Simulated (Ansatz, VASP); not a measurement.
**Mg3ZnS4: VASP beside Ansatz**

```
CELL_PARAMETERS angstrom
-2.60321 2.60321 5.19274
2.60321 -2.60321 5.19274
2.60321 2.60321 -5.19274
ATOMIC_POSITIONS crystal
Mg 0.75000 0.25000 0.50000
Mg 0.25000 0.75000 0.50000
Mg 0.50000 0.50000 0.00000
Zn 0.00000 0.00000 0.00000
S 0.50000 0.00000 0.50000
S 0.00000 0.50000 0.50000
S 0.24561 0.24561 0.00000
S 0.75439 0.75439 0.00000
```

Alike in both runs: functional PBE; k mesh 8 × 8 × 8; occupations gaussian, width 0.02 eV; no spin polarisation.

Ansatz relaxed the structure, and its values are those at the end. VASP's run is a single point on that final structure, the one shown.

```csv
,VASP,Ansatz
version,VASP 6.6.1,Ansatz 0.2.0
potentials or method,"VASP PAW PBE potentials, release 64 (Mg, Zn, S), cutoff 520 eV","scalar-relativistic, plane waves, PAW"
valence electrons in the cell,42,66
```

Ansatz gave:

```
gap on the k mesh at the Fermi level (eV) : 0.95
least direct gap on the mesh (eV)         : 1.72
pressure (GPa)                            : 0.0
rms of the force components (eV/Å)        : 0.000
```

**Question.** Estimate VASP's values.

**Answer.** gap on the k mesh at the Fermi level (eV): 0.94; least direct gap on the mesh (eV): 1.71; pressure (GPa): -0.2; rms of the force components (eV/Å): 0.005.

VASP's potentials hold 42 valence electrons a cell and Ansatz's 66, so a difference there can come from the potentials and not from the codes.
